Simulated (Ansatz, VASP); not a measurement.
Two plane-wave programs on Cu

```
Cu
1.0
     2.57182    0.00000    0.00000
     0.00000    2.57182    0.00000
     0.00000    0.00000    3.61452
Cu
2
Direct
  0.00000 0.00000 0.00000
  0.50000 0.50000 0.50000
```

Alike in both runs: functional PBE; k mesh 16 × 16 × 12; occupations methfessel-paxton of order 1, width 0.1 eV; no spin polarisation.

Ansatz relaxed the structure, and its values are those at the end. VASP's run is a single point on that final structure, the one shown.

|  | VASP | Ansatz |
| --- | --- | --- |
| version | VASP 6.6.1 | Ansatz 0.2.0 |
| potentials or method | VASP PAW PBE potentials, release 64 (Cu_sv_GW) | scalar-relativistic, plane waves, PAW |
| plane-wave cutoff (eV) | 820 | 420 |
| valence electrons in the cell | 38 | 38 |

```csv
,VASP,Ansatz,Ansatz less VASP
gap on the k mesh at the Fermi level (eV),none,none,-
pressure (GPa),-1.7,0.0,+1.72
```

A gap of «none» marks a metal or a gap that the smearing closes. With one functional, cell and mesh, what is left measures potentials, basis and numerics.
